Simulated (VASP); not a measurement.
# SnO (P4/nmm) in VASP: further runs

Runs on SnO. Level: PBE. Tasks: electric field gradients.

Program: VASP 6.6.1. These are calculated values, not measurements. Logs are shortened: lines on timing, memory, paths and dates and some standing lists are left out, and cuts for length are marked.

## Step 1: The cell of the first run

It takes space group P4/nmm (No. 129, tetragonal). The conventional cell has a = 3.724 Å, b = 3.724 Å, c = 4.737 Å, α = 90.00°, β = 90.00°, γ = 90.00°. Within 2.9 Å of Sn (site symmetry 4mm) lie 4 O at 2.18 Å. O (site symmetry -4m2) has 4 Sn at 2.18 Å and 4 O at 2.63 Å within 2.9 Å.

## Step 2: Electric field gradients, PBE (volume scaled by 0.94)

INCAR

```
SYSTEM = SnO
  PREC = Accurate
  ENCUT = 520
  EDIFF = 1E-8
  ISMEAR = -1
  SIGMA = 0.01
  LREAL = .FALSE.
  LASPH = .TRUE.
  NELM = 100
  ALGO = Normal
  ISIF = 2
  LWAVE = .FALSE.
  LCHARG = .FALSE.
  GGA = PE
  LEFG = .TRUE.
  NBANDS = 28
```

KPOINTS

```
Automatic mesh
0
G
  8 8 6
  0 0 0
```

POSCAR

```
SnO
1.0
    3.7243863853      0.0000000000      0.0000000000
    0.0000000000      3.7243863853      0.0000000000
    0.0000000000      0.0000000000      4.7372784218
Sn O
2 2
Direct
    0.0000000000      0.5000000000      0.2385000000
    0.5000000000      0.0000000000      0.7615000000
    0.0000000000      0.0000000000      0.0000000000
    0.5000000000      0.5000000000      0.0000000000
```

Potentials or basis: VASP PAW PBE potentials, release 64 (Sn_d, O).

Started as:

```console
$ cat potpaw_PBE.64/Sn_d/POTCAR potpaw_PBE.64/O/POTCAR > POTCAR
$ mpirun -np 1 vasp_std > vasp.out
```

OUTCAR:

```text
SYSTEM = SnO
   PREC = Accurate
   ENCUT = 520
   EDIFF = 1E-8
   ISMEAR = -1
   LREAL = .FALSE.
   LASPH = .TRUE.
   NELM = 100
   ISIF = 2
   GGA = PE

 ion  position               nearest neighbor table
   1  0.000  0.500  0.239-   3 2.18   4 2.18   3 2.18   4 2.18   2 3.47   2 3.47   2 3.47   2 3.47
                             2 3.62   2 3.62   2 3.62   2 3.62
   2  0.500  0.000  0.761-   3 2.18   4 2.18   4 2.18   3 2.18   1 3.47   1 3.47   1 3.47   1 3.47
                             1 3.62   1 3.62   1 3.62   1 3.62
   3  0.000  0.000  0.000-   1 2.18   2 2.18   1 2.18   2 2.18
   4  0.500  0.500  0.000-   1 2.18   2 2.18   2 2.18   1 2.18

  LATTYP: Found a simple tetragonal cell.
 ALAT       =     3.7243863853
 C/A-ratio  =     1.2719621252

  Lattice vectors:

 A1 = (   3.7243863853,   0.0000000000,   0.0000000000)
 A2 = (   0.0000000000,   3.7243863853,   0.0000000000)
 A3 = (   0.0000000000,   0.0000000000,   4.7372784218)

Analysis of symmetry for initial positions (statically):
=====================================================================
 Subroutine PRICEL returns:
 Original cell was already a primitive cell.

 Routine SETGRP: Setting up the symmetry group for a
 simple tetragonal supercell.

 Subroutine GETGRP returns: Found 16 space group operations
 (whereof  8 operations were pure point group operations)
 out of a pool of 16 trial point group operations.

The static configuration has the point symmetry D_2d.
 The point group associated with its full space group is D_4h.

Analysis of symmetry for dynamics (positions and initial velocities):
=====================================================================
 Subroutine PRICEL returns:
 Original cell was already a primitive cell.

 Routine SETGRP: Setting up the symmetry group for a
 simple tetragonal supercell.

 Subroutine GETGRP returns: Found 16 space group operations
 (whereof  8 operations were pure point group operations)
 out of a pool of 16 trial point group operations.

The dynamic configuration has the point symmetry D_2d.
 The point group associated with its full space group is D_4h.

 Subroutine INISYM returns: Found 16 space group operations
 (whereof  8 operations are pure point group operations),
 and found     1 'primitive' translations

----------------------------------------------------------------------------------------

                                     Primitive cell

  volume of cell :      65.7110

  direct lattice vectors                    reciprocal lattice vectors
     3.724386385  0.000000000  0.000000000     0.268500606  0.000000000  0.000000000
     0.000000000  3.724386385  0.000000000     0.000000000  0.268500606  0.000000000
     0.000000000  0.000000000  4.737278422     0.000000000  0.000000000  0.211091667

  length of vectors
     3.724386385  3.724386385  4.737278422     0.268500606  0.268500606  0.211091667

  position of ions in fractional coordinates (direct lattice)
     0.000000000  0.500000000  0.238500000
     0.500000000  0.000000000  0.761500000
     0.000000000  0.000000000  0.000000000
     0.500000000  0.500000000  0.000000000

  ion indices of the primitive-cell ions
   primitive index   ion index
                 1           1
                 2           2
                 3           3
                 4           4

----------------------------------------------------------------------------------------

 KPOINTS: Automatic mesh

Automatic generation of k-mesh.
 Grid dimensions read from file:
 generate k-points for:    8    8    6

 Generating k-lattice:

  Cartesian coordinates                     Fractional coordinates (reciprocal lattice)
     0.033562576  0.000000000  0.000000000     0.125000000  0.000000000  0.000000000
     0.000000000  0.033562576  0.000000000     0.000000000  0.125000000  0.000000000
     0.000000000  0.000000000  0.035181945     0.000000000  0.000000000  0.166666667

[... 39 lines left out ...]
   number of dos      NEDOS =    301   number of ions     NIONS =      4
   total plane-waves  NPLWV =  28224
   dimension x,y,z NGX =    28 NGY =   28 NGZ =   36
   dimension x,y,z NGXF=    56 NGYF=   56 NGZF=   72
   ions per type =               2   2
   NGX,Y,Z   is equivalent  to a cutoff of  12.50, 12.50, 12.63 a.u.
   NGXF,Y,Z  is equivalent  to a cutoff of  25.00, 25.00, 25.27 a.u.
 SYSTEM =  SnO
   PREC   = accura    normal or accurate (medium, high low for compatibility)
   ISTART =      0    job   : 0-new  1-cont  2-samecut
   ICHARG =      2    charge: 1-file 2-atom 10-const
   ISPIN  =      1    spin polarized calculation?
   LNONCOLLINEAR =      F non collinear calculations
   LSORBIT =      F    spin-orbit coupling
   LASPH  =      T    aspherical Exc in radial PAW
   ENCUT  =  520.0 eV  38.22 Ry    6.18 a.u.   6.92  6.92  8.81*2*pi/ulx,y,z
   NELM   =    100;   NELMIN=  2; NELMDL= -5     # of ELM steps
   EDIFF  = 0.1E-07   stopping-criterion for ELM
   LREAL  =      F    real-space projection
   EDIFFG = 0.1E-06   stopping-criterion for IOM
   NSW    =      0    number of steps for IOM
   IBRION =     -1    ionic relax: 0-MD 1-quasi-New 2-CG
   NFREE  =      0    steps in history (QN), initial steepest desc. (CG)
   ISIF   =      2    stress and relaxation
   ISYM   =      2    0-nonsym 1-usesym 2-fastsym
   POTIM  = 0.5000    time-step for ionic-motion
   TEBEG  =    0.0;   TEEND  =   0.0 temperature during run
   PSTRESS=    0.0 pullay stress
   NELECT =      40.0000    total number of electrons
   NUPDOWN=      -1.0000    fix difference up-down
   EMIN   =  10.00;   EMAX   =-10.00  energy-range for DOS
   EFERMI =   0.00;   METHOD = LEGACY
   ISMEAR =    -1;   SIGMA  =   0.01  broadening in eV -4-tet -1-fermi 0-gaus
   EFERMI_NEDOS =   21; number of points for ismear=-14 and -15
   IALGO  =     38    algorithm
   IMIX   =      4    mixing-type and parameters
     AMIX     =   0.40;   BMIX     =  1.00
     AMIX_MAG =   1.60;   BMIX_MAG =  1.00
  volume/ion in A,a.u.               =      16.43       110.86
  Fermi-wavevector in a.u.,A,eV,Ry     =   1.387444  2.621888 26.191216  1.925000
  Thomas-Fermi vector in A             =   2.511664
   LORBIT       =      0    0 simple, 1 ext, 2 COOP (PROOUT), +10 PAW based schemes
   GGA     = PE    functional components
   LHFCALC =     F    Hartree Fock is set to
   AEXX    =    0.0000 exact exchange contribution
   IVDW    =     0    specifies the selected vdW correction
   LEPSILON=     F    determine dielectric tensor
   LRPA    =     F    only Hartree local field effects (RPA)
 non-spin polarized calculation
  energy-cutoff  :      520.00
  volume of cell :       65.71
 maximum number of plane-waves:      1784
 NGX is ok and might be reduce to    28
   NGX = 13   NGY = 13   NGZ = 17

 number of electron      40.0000009 magnetization

 Free energy of the ion-electron system (eV)
  ---------------------------------------------------
  ext. energy  EPLUGINS =         0.00000000
  ---------------------------------------------------
  free energy    TOTEN  =       -22.45908788 eV

  energy without entropy =      -22.45891515  energy(sigma->0) =      -22.45900152

 E-fermi :   8.2150     XC(G=0): -10.5871

 val. band max:        8.2075928636   @ k =   0.1250   0.0000   0.0000
 cond. band min:       8.2226317783   @ k =   0.0000   0.0000   0.0000
 fundamental gap:      0.0150389147
 Fermi energy:         8.2150312754

 k-point     1 :       0.0000    0.0000    0.0000
  band No.  band energies     occupation
      1     -14.2541      2.00000
      2     -13.6702      2.00000
      3     -13.6702      2.00000
      4     -13.6637      2.00000
      5     -13.6019      2.00000
      6     -13.6000      2.00000
[... 733 lines left out ...]
     27      16.8565      0.00000
     28      16.8565      0.00000

 [... further k-points ...]
[... 5 lines left out ...]
  --------------------------------------------------------------------------------------
  -------------------------------------------------------------------------------------
  Total        5.2277848      5.2277848      4.0279914      0.0000000      0.0000000      0.0000000
  in kB      127.4646956    127.4646956     98.2111390      0.0000000      0.0000000      0.0000000
  external PRESSURE =     117.7135101 kB  Pullay stress =       0.0000000 kB

 VOLUME and BASIS-vectors are now :
 -----------------------------------------------------------------------------
  energy-cutoff  :      520.00
  volume of cell :       65.71
      direct lattice vectors                 reciprocal lattice vectors
     3.724386385  0.000000000  0.000000000     0.268500606  0.000000000  0.000000000
     0.000000000  3.724386385  0.000000000     0.000000000  0.268500606  0.000000000
     0.000000000  0.000000000  4.737278422     0.000000000  0.000000000  0.211091667

 POSITION                                       TOTAL-FORCE (eV/Angst)
 -----------------------------------------------------------------------------------
      0.00000      1.86219      1.12984        -0.000000      0.000000      1.415073
      1.86219      0.00000      3.60744         0.000000      0.000000     -1.415073
      0.00000      0.00000      0.00000         0.000000      0.000000      0.000000
      1.86219      1.86219      0.00000         0.000000     -0.000000      0.000000
 -----------------------------------------------------------------------------------
    total drift:                                0.000000      0.000000      0.000000

  FREE ENERGIE OF THE ION-ELECTRON SYSTEM (eV)
  ---------------------------------------------------
  free  energy   TOTEN  =       -22.4590878796 eV

  energy  without entropy=      -22.4589151527  energy(sigma->0) =      -22.45900152

 Electric field gradients (V/A^2)
---------------------------------------------------------------------
 ion       V_xx      V_yy      V_zz      V_xy      V_xz      V_yz
---------------------------------------------------------------------
   1      87.522    87.522  -175.045    -0.000    -0.000     0.000
   2      87.522    87.522  -175.045     0.000     0.000     0.000
   3      -1.387    -1.387     2.775    -0.000     0.000    -0.000
   4      -1.387    -1.387     2.775    -0.000     0.000    -0.000
---------------------------------------------------------------------

 Electric field gradients after diagonalization (V/A^2)
 (convention: |V_zz| > |V_xx| > |V_yy|)
----------------------------------------------------------------------
 ion       V_xx      V_yy      V_zz     asymmetry (V_yy - V_xx)/ V_zz
----------------------------------------------------------------------
   1      87.522    87.522  -175.045       0.000
   2      87.522    87.522  -175.045       0.000
   3      -1.387    -1.387     2.775       0.000
   4      -1.387    -1.387     2.775       0.000
----------------------------------------------------------------------

           NMR quadrupolar parameters

 Cq : quadrupolar parameter    Cq=e*Q*V_zz/h
 eta: asymmetry parameters     (V_yy - V_xx)/ V_zz
 Q  : nuclear electric quadrupole moment in mb (millibarn)
----------------------------------------------------------------------
 ion       Cq(MHz)       eta       Q (mb)
----------------------------------------------------------------------
   1      -0.423       0.000       1.000
   2      -0.423       0.000       1.000
   3       0.007       0.000       1.000
   4       0.007       0.000       1.000
----------------------------------------------------------------------
```

Run time: 65 s. Hardware: 1 thread of Intel Xeon 6975P-C (Granite Rapids), shared host; peak memory 0.22 GiB.

What came out:

- Free energy: -22.4591 eV
- Pressure: 11.8 GPa
- Largest force: 1.415 eV/Å
- Band gap on the k mesh: zero (band 20 reaches 8.22 eV, above the bottom of band 21 at 8.01 eV)

Forces in eV/Å, atoms in the order of the input:
```
Sn   0.000  0.000  1.415
Sn   0.000  0.000 -1.415
O    0.000  0.000  0.000
O    0.000  0.000  0.000
```

Stress tensor (GPa, compression positive):
```
12.75  0.00  0.00
 0.00 12.75  0.00
 0.00  0.00  9.82
```

Electric field gradients, principal values (V/Å²):
```tsv
atom	least	middle	greatest (by size)
1 Sn	87.522	87.522	-175.045
2 Sn	87.522	87.522	-175.045
3 O	-1.387	-1.387	2.775
4 O	-1.387	-1.387	2.775
```

Caveat: without QUAD_EFG the Cq values of the log hold for a quadrupole moment of 1 mb, not for the nuclei; spin-orbit coupling is left out, which moves the levels of the heavy elements; forces of over 1 eV/Å act on the atoms, so gaps and moduli don't describe the material at rest.

[end of part 1 of 2]
